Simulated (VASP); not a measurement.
Write the native input for VASP 6.6.1 that does the following.

* Task: single point
* Functional: RPBE
* Potentials or basis: VASP PAW PBE potentials, release 64 (Ba_sv)
* Cutoff: 520 eV
* k mesh: 6 × 6 × 6
* Occupations: fermi-dirac, width 0.1 eV
* Spin: no spin polarisation
* Dipole correction: no
* Further INCAR settings: ALGO = Normal; EDIFF = 1e-06; NBANDS = 17

The structure of Ba lies in POSCAR:

```
Ba
1.0
    0.0000000000      5.4154535333      5.4154535333
    5.4154535333      0.0000000000      5.4154535333
    5.4154535333      5.4154535333      0.0000000000
Ba
2
Direct
    0.1250000000      0.1250000000      0.1250000000
    0.8750000000      0.8750000000      0.8750000000
```

This isn't the form of Ba at room conditions, which is bcc.

One way to write it, as run:

INCAR

```
  PREC = Accurate
  ENCUT = 520
  EDIFF = 1E-6
  ISMEAR = -1
  SIGMA = 0.1
  LREAL = False
  LASPH = True
  NELM = 60
  ALGO = Normal
  ISIF = 2
  LWAVE = False
  LCHARG = False
  GGA = RP
  NBANDS = 17
```

KPOINTS

```
Automatic mesh
0
Gamma
  6 6 6
```

Potentials or basis: VASP PAW PBE potentials, release 64 (Ba_sv).

The run is started by

```sh
$ cat potpaw_PBE.64/Ba_sv/POTCAR > POTCAR
$ mpirun -np 1 vasp_std > vasp.out
```

It gave:

```
Pressure               : -0.1 GPa
Band gap on the k mesh : zero (bands 10 and 11 overlap by 0.25 eV)
```

Caveat: the PAW data sets were made with another functional, which shifts forces and pressure a little; spin-orbit coupling is left out, which moves the levels of the heavy elements.

Wall time 58 s on 1 thread of Intel(R) Xeon(R) Platinum 8488C (Sapphire Rapids), with other jobs on the host, peak memory 0.49 GiB.
